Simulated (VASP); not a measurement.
# ZnAu (Pm-3m) in VASP: further runs, part 2 of 2

VASP 6.6.1. Earlier steps stand in the parts before.

## (3) Relaxation of cell and atoms, LDA

This run uses another cell than the first one, of 15.58 Å³/atom, 1.051 times its volume.

The input, INCAR:

```
PREC = Accurate ; ENCUT = 600
EDIFF = 1E-6 ; ISMEAR = 0
SIGMA = 0.1 ; LREAL = False
LASPH = True ; NELM = 100
ALGO = Normal ; ISIF = 3
LWAVE = False ; LCHARG = False
IBRION = 2 ; NSW = 100
EDIFFG = -0.005
```

The input, KPOINTS:

```
Automatic mesh
0
Gamma
  14 14 14
```

The input, POSCAR:

```
ZnAu
1.0
    3.1470000000      0.0000000000      0.0000000000
    0.0000000000      3.1470000000      0.0000000000
    0.0000000000      0.0000000000      3.1470000000
Zn Au
1 1
Direct
    0.5000000000      0.5000000000      0.5000000000
    0.0000000000      0.0000000000      0.0000000000
```

Potentials or basis: VASP PAW LDA potentials, release 64 (Zn, Au).

Command:

```
cat potpaw_LDA.64/Zn/POTCAR potpaw_LDA.64/Au/POTCAR > POTCAR
mpirun -np 1 vasp_std > vasp.out
```

OUTCAR:

```text
PREC = Accurate
   ENCUT = 600
   EDIFF = 1E-6
   ISMEAR = 0
   LREAL = False
   LASPH = True
   NELM = 100
   ISIF = 3
   IBRION = 2
   NSW = 100
   EDIFFG = -0.005

 ion  position               nearest neighbor table
   1  0.500  0.500  0.500-   2 2.73   2 2.73   2 2.73   2 2.73   2 2.73   2 2.73   2 2.73   2 2.73

   2  0.000  0.000  0.000-   1 2.73   1 2.73   1 2.73   1 2.73   1 2.73   1 2.73   1 2.73   1 2.73

  LATTYP: Found a simple cubic cell.
 ALAT       =     3.1470000000

  Lattice vectors:

 A1 = (   3.1470000000,   0.0000000000,   0.0000000000)
 A2 = (   0.0000000000,   3.1470000000,   0.0000000000)
 A3 = (   0.0000000000,   0.0000000000,   3.1470000000)

Analysis of symmetry for initial positions (statically):
=====================================================================
 Subroutine PRICEL returns:
 Original cell was already a primitive cell.

 Routine SETGRP: Setting up the symmetry group for a
 simple cubic supercell.

 Subroutine GETGRP returns: Found 48 space group operations
 (whereof 48 operations were pure point group operations)
 out of a pool of 48 trial point group operations.

The static configuration has the point symmetry O_h .

Analysis of symmetry for dynamics (positions and initial velocities):
=====================================================================
 Subroutine PRICEL returns:
 Original cell was already a primitive cell.

 Routine SETGRP: Setting up the symmetry group for a
 simple cubic supercell.

 Subroutine GETGRP returns: Found 48 space group operations
 (whereof 48 operations were pure point group operations)
 out of a pool of 48 trial point group operations.

The dynamic configuration has the point symmetry O_h .

 Subroutine INISYM returns: Found 48 space group operations
 (whereof 48 operations are pure point group operations),
 and found     1 'primitive' translations

----------------------------------------------------------------------------------------

                                     Primitive cell

  volume of cell :      31.1667

  direct lattice vectors                    reciprocal lattice vectors
     3.147000000  0.000000000  0.000000000     0.317762949  0.000000000  0.000000000
     0.000000000  3.147000000  0.000000000     0.000000000  0.317762949  0.000000000
     0.000000000  0.000000000  3.147000000     0.000000000  0.000000000  0.317762949

  length of vectors
     3.147000000  3.147000000  3.147000000     0.317762949  0.317762949  0.317762949

  position of ions in fractional coordinates (direct lattice)
     0.500000000  0.500000000  0.500000000
     0.000000000  0.000000000  0.000000000

  ion indices of the primitive-cell ions
   primitive index   ion index
                 1           1
                 2           2

----------------------------------------------------------------------------------------

 KPOINTS: Automatic mesh

Automatic generation of k-mesh.
 Grid dimensions read from file:
 generate k-points for:   14   14   14

 Generating k-lattice:

[... 47 lines left out ...]
   dimension x,y,z NGXF=    56 NGYF=   56 NGZF=   56
   ions per type =               1   1
   NGX,Y,Z   is equivalent  to a cutoff of  14.79, 14.79, 14.79 a.u.
   NGXF,Y,Z  is equivalent  to a cutoff of  29.58, 29.58, 29.58 a.u.
 SYSTEM =  unknown system
   PREC   = accura    normal or accurate (medium, high low for compatibility)
   ISTART =      0    job   : 0-new  1-cont  2-samecut
   ICHARG =      2    charge: 1-file 2-atom 10-const
   ISPIN  =      1    spin polarized calculation?
   LNONCOLLINEAR =      F non collinear calculations
   LSORBIT =      F    spin-orbit coupling
   LASPH  =      T    aspherical Exc in radial PAW
   ENCUT  =  600.0 eV  44.10 Ry    6.64 a.u.   6.29  6.29  6.29*2*pi/ulx,y,z
   NELM   =    100;   NELMIN=  2; NELMDL= -5     # of ELM steps
   EDIFF  = 0.1E-05   stopping-criterion for ELM
   LREAL  =      F    real-space projection
   EDIFFG = -.5E-02   stopping-criterion for IOM
   NSW    =    100    number of steps for IOM
   IBRION =      2    ionic relax: 0-MD 1-quasi-New 2-CG
   NFREE  =      1    steps in history (QN), initial steepest desc. (CG)
   ISIF   =      3    stress and relaxation
   ISYM   =      2    0-nonsym 1-usesym 2-fastsym
   POTIM  = 0.5000    time-step for ionic-motion
   TEBEG  =    0.0;   TEEND  =   0.0 temperature during run
   PSTRESS=    0.0 pullay stress
   NELECT =      23.0000    total number of electrons
   NUPDOWN=      -1.0000    fix difference up-down
   EMIN   =  10.00;   EMAX   =-10.00  energy-range for DOS
   EFERMI =   0.00;   METHOD = LEGACY
   ISMEAR =     0;   SIGMA  =   0.10  broadening in eV -4-tet -1-fermi 0-gaus
   EFERMI_NEDOS =   21; number of points for ismear=-14 and -15
   IALGO  =     38    algorithm
   IMIX   =      4    mixing-type and parameters
     AMIX     =   0.40;   BMIX     =  1.00
     AMIX_MAG =   1.60;   BMIX_MAG =  1.00
  volume/ion in A,a.u.               =      15.58       105.16
  Fermi-wavevector in a.u.,A,eV,Ry     =   1.479406  2.795672 29.778283  2.188642
  Thomas-Fermi vector in A             =   2.593568
   LORBIT       =      0    0 simple, 1 ext, 2 COOP (PROOUT), +10 PAW based schemes
   GGA     = CA    functional components
   LHFCALC =     F    Hartree Fock is set to
   AEXX    =    0.0000 exact exchange contribution
   IVDW    =     0    specifies the selected vdW correction
   LEPSILON=     F    determine dielectric tensor
   LRPA    =     F    only Hartree local field effects (RPA)
 conjugate gradient relaxation of ions
 non-spin polarized calculation
 Gauss-broadening in eV      SIGMA  =   0.10
  energy-cutoff  :      600.00
  volume of cell :       31.17
 maximum number of plane-waves:      1064
 NGX is ok and might be reduce to    28
   NGX = 13   NGY = 13   NGZ = 13

--------------------------------------- Ionic step        1  -------------------------------------------

 number of electron      22.9999994 magnetization

 Free energy of the ion-electron system (eV)
  ---------------------------------------------------
  ext. energy  EPLUGINS =         0.00000000
  ---------------------------------------------------
  free energy    TOTEN  =        -6.72861907 eV

  energy without entropy =       -6.72487130  energy(sigma->0) =       -6.72674518

------------------------ aborting loop because EDIFF is reached ----------------------------------------

  FORCE on cell =-STRESS in cart. coord.  units (eV):
  Direction    XX          YY          ZZ          XY          YZ          ZX
  --------------------------------------------------------------------------------------
  -------------------------------------------------------------------------------------
  Total       -1.2288886     -1.2288886     -1.2288886      0.0000000      0.0000000     -0.0000000
  in kB      -63.1731980    -63.1731980    -63.1731980      0.0000000      0.0000000     -0.0000000
  external PRESSURE =     -63.1731980 kB  Pullay stress =       0.0000000 kB
[... 59 lines left out ...]
--------------------------------------- Ionic step        3  -------------------------------------------

 number of electron      23.0000014 magnetization

 Free energy of the ion-electron system (eV)
  ---------------------------------------------------
  ext. energy  EPLUGINS =         0.00000000
  ---------------------------------------------------
  free energy    TOTEN  =        -6.75672103 eV

  energy without entropy =       -6.75299075  energy(sigma->0) =       -6.75485589

 E-fermi :   7.4555     XC(G=0): -12.9308

 val. band max:        7.4409481332   @ k =   0.5000   0.5000   0.2143
 cond. band min:       7.4596730425   @ k =   0.4286   0.4286   0.3571
 fundamental gap:      0.0187249093
 Fermi energy:         7.4554653925

 k-point     1 :       0.0000    0.0000    0.0000
  band No.  band energies     occupation
      1      -3.6164      2.00000
      2      -0.9681      2.00000
      3      -0.9681      2.00000
      4      -0.1872      2.00000
      5      -0.1872      2.00000
      6      -0.1872      2.00000
      7       1.8404      2.00000
      8       1.8404      2.00000
      9       3.6372      2.00000
     10       3.6372      2.00000
     11       3.6372      2.00000
     12      12.4438      0.00000
     13      12.4438      0.00000
     14      12.4438      0.00000
[... 401 lines left out ...]
      2      -0.6490      2.00000
      3      -0.3661      2.00000
      4      -0.2770      2.00000
      5      -0.1649      2.00000
      6       0.1809      2.00000
      7       1.6229      2.00000
      8       2.0200      2.00000
      9       2.7809      2.00000
     10       2.8944      2.00000
     11       3.4036      2.00000
     12       6.8643      2.00000
     13      11.6009      0.00000
     14      16.2463      0.00000
     15      16.9367      0.00000

 [... further k-points ...]
[... 5 lines left out ...]
  --------------------------------------------------------------------------------------
  -------------------------------------------------------------------------------------
  Total       -0.0095774     -0.0095774     -0.0095774      0.0000000      0.0000000     -0.0000000
  in kB       -0.5147072     -0.5147072     -0.5147072      0.0000000      0.0000000     -0.0000000
  external PRESSURE =      -0.5147072 kB  Pullay stress =       0.0000000 kB
[... 17 lines left out ...]
  FREE ENERGIE OF THE ION-ELECTRON SYSTEM (eV)
  ---------------------------------------------------
  free  energy   TOTEN  =        -6.7567210291 eV

  energy  without entropy=       -6.7529907549  energy(sigma->0) =       -6.75485589

 reached required accuracy - stopping structural energy minimisation
```

OSZICAR:

```text
N       E                     dE             d eps       ncg     rms          rms(c)
DAV:   1     0.134055889992E+03    0.13406E+03   -0.12802E+04  3656   0.220E+03
[... 25 lines left out ...]
DAV:   2    -0.681016460505E+01    0.55148E+00   -0.16956E+00  4174   0.277E+01    0.207E+00
DAV:   3    -0.676993910607E+01    0.40225E-01   -0.79361E-02  3963   0.329E+00    0.134E+00
DAV:   4    -0.675787848755E+01    0.12061E-01   -0.89999E-03  5373   0.246E+00    0.309E-01
DAV:   5    -0.675671347403E+01    0.11650E-02   -0.19731E-03  3990   0.556E-01    0.356E-02
DAV:   6    -0.675672046104E+01   -0.69870E-05   -0.10997E-04  3880   0.104E-01    0.198E-02
DAV:   7    -0.675672100737E+01   -0.54633E-06   -0.13150E-05  5419   0.139E-01    0.296E-03
DAV:   8    -0.675672102914E+01   -0.21770E-07   -0.29204E-06  2517   0.330E-02
   3 F= -.67567210E+01 E0= -.67548559E+01  d E =-.281020E-01
```

Run time: 57 s. Hardware: 1 thread of Intel Xeon Platinum 8559C (Emerald Rapids), shared host; peak memory 0.21 GiB.

Results:

| Property | Result |
| --- | --- |
| Free energy | -6.7567 eV |
| Relaxed volume | 14.91 Å³/atom |
| Relaxed cell | a = 3.101 Å, b = 3.101 Å, c = 3.101 Å, α = 90.00°, β = 90.00°, γ = 90.00° |
| Space group after relaxing (to 0.05 Å) | Pm-3m (No. 221) |
| Energy gained by relaxing | 14.1 meV/atom |
| Ionic steps | 3 |
| Pressure after relaxing | -0.1 GPa |

Step by step:
```
step  energy change (eV)  largest force (eV/Å)  pressure (GPa)  volume (Å³)
   1              0.0000                0.0000           -6.32        31.17
   2              0.0037                0.0000            8.07        28.48
   3             -0.0281                0.0000           -0.05        29.81
```

Final structure:
```cif
data_structure
_symmetry_space_group_name_H-M 'P 1'
_symmetry_Int_Tables_number 1
_cell_length_a 3.1007
_cell_length_b 3.1007
_cell_length_c 3.1007
_cell_angle_alpha 90.000
_cell_angle_beta 90.000
_cell_angle_gamma 90.000
_cell_volume 29.81
loop_
_atom_site_label
_atom_site_type_symbol
_atom_site_fract_x
_atom_site_fract_y
_atom_site_fract_z
_atom_site_occupancy
Zn1 Zn 0.50000 0.50000 0.50000 1
Au1 Au 0.00000 0.00000 0.00000 1
```

Caveat: spin-orbit coupling is left out, which moves the levels of the heavy elements. Zero-point motion and thermal expansion aren't in these numbers.
